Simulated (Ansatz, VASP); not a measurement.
Ir: VASP beside Ansatz

Contents of INCAR:

```
ALGO = Normal ; EDIFF = 1E-6
ENCUT = 520 ; GGA = PS
ISIF = 2 ; ISMEAR = 0
LASPH = T ; LCHARG = T
LELF = T ; LREAL = F
LVHAR = T ; LWAVE = F
NBANDS = 10 ; NELM = 100
PREC = Accurate ; SIGMA = 0.15
```

Contents of KPOINTS:

```
k-points
0
Gamma
  22 22 22
```

Contents of POSCAR:

```
Ir
1.0
    0.0000000000      1.9197000000      1.8429120000
    1.9197000000      0.0000000000      1.8429120000
    1.9197000000      1.9197000000      0.0000000000
Ir
1
Direct
    0.0000000000      0.0000000000      0.0000000000
```

Input for Ansatz:

```yaml
crystal:
  lattice:
    - [0.0, 1.9197, 1.842912]
    - [1.9197, 0.0, 1.842912]
    - [1.9197, 1.9197, 0.0]
  atoms:
    - { symbol: Ir, position: [0.0, 0.0, 0.0] }
basis:
  ecutwfc: 420
kpoints:
  mp_grid: { grid: [22, 22, 22] }
hamiltonian:
  xc: pbesol
scf:
  occupations: { method: gaussian, width: 0.15 }
output:
  forces: true
  stress: true
  eigenvalues: true
```

Change from the starting cell: strain +0.000 along x and y, -0.040 along z, atoms carried along.

Alike in both runs: task single point; functional PBEsol; k mesh 22 × 22 × 22; occupations gaussian, width 0.15 eV; no spin polarisation.

```csv
,VASP,Ansatz
version,VASP 6.6.1,Ansatz 0.2.0
potentials or method,"VASP PAW PBE potentials, release 64 (Ir), cutoff 520 eV","scalar-relativistic, plane waves, PAW"
valence electrons in the cell,9,17
```

```tsv
	VASP	Ansatz	Ansatz less VASP
gap on the k mesh at the Fermi level (eV)	none	none	-
pressure (GPa)	16.0	14.7	-1.29
traceless stress, the component that is largest in VASP (GPa)	11.11	11.13	+0.016
```

VASP's potentials were made for PBE, not for PBEsol. A gap of «none» marks a metal or a gap that the smearing closes. With one functional, cell and mesh, what is left measures potentials, basis and numerics. VASP's potentials hold 9 valence electrons a cell and Ansatz's 17, so a difference there can come from the potentials and not from the codes.

Spin-orbit coupling is off throughout.
